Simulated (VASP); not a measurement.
A run of VASP 6.6.1:

The input POSCAR:

```
TaTi3
1.0
   -1.9978650000      1.9978650000      4.3979630000
    1.9978650000     -1.9978650000      4.3979630000
    1.9978650000      1.9978650000     -4.3979630000
Ti Ta
3 1
Direct
    0.7500000000      0.2500000000      0.5000000000
    0.2500000000      0.7500000000      0.5000000000
    0.5000000000      0.5000000000      0.0000000000
    0.0000000000      0.0000000000      0.0000000000
```

Contents of INCAR.step1:

```
SYSTEM = TaTi3
PREC = Accurate
ENCUT = 520
ISMEAR = 0
SIGMA = 0.1
LREAL = .False.
LASPH = .True.
NELM = 60
NBANDS = 32
GGA = PE
ALGO = Normal
EDIFF = 1E-4
LWAVE = .True.
LCHARG = .False.
```

The input INCAR.step2:

```
SYSTEM = TaTi3
PREC = Accurate
ENCUT = 520
EDIFF = 1E-7
ISMEAR = 0
SIGMA = 0.1
LREAL = .False.
LASPH = .True.
NELM = 60
ALGO = Normal
ISIF = 2
LWAVE = .False.
LCHARG = .False.
METAGGA = R2SCAN
LMIXTAU = .True.
NBANDS = 32
ISTART = 1
```

Contents of KPOINTS:

```
Automatic mesh
0
Gamma
  6 6 6
  0 0 0
```

Potentials or basis: VASP PAW PBE potentials, release 64 (Ti_sv, Ta_pv).

The run is started by

```console
$ cat potpaw_PBE.64/Ti_sv/POTCAR potpaw_PBE.64/Ta_pv/POTCAR > POTCAR
$ cp INCAR.step1 INCAR
$ mpirun -np 1 vasp_std > vasp.out
$ cp INCAR.step2 INCAR
$ mpirun -np 1 vasp_std > vasp.out
```

Hardware: 1 thread of Intel(R) Xeon(R) Platinum 8488C (Sapphire Rapids), with other jobs on the host.

How long does it take, and how much memory?

Wall time 6.7 min on 1 thread of Intel(R) Xeon(R) Platinum 8488C (Sapphire Rapids) (shared host), peak memory 0.29 GiB. Counts: k points 30.
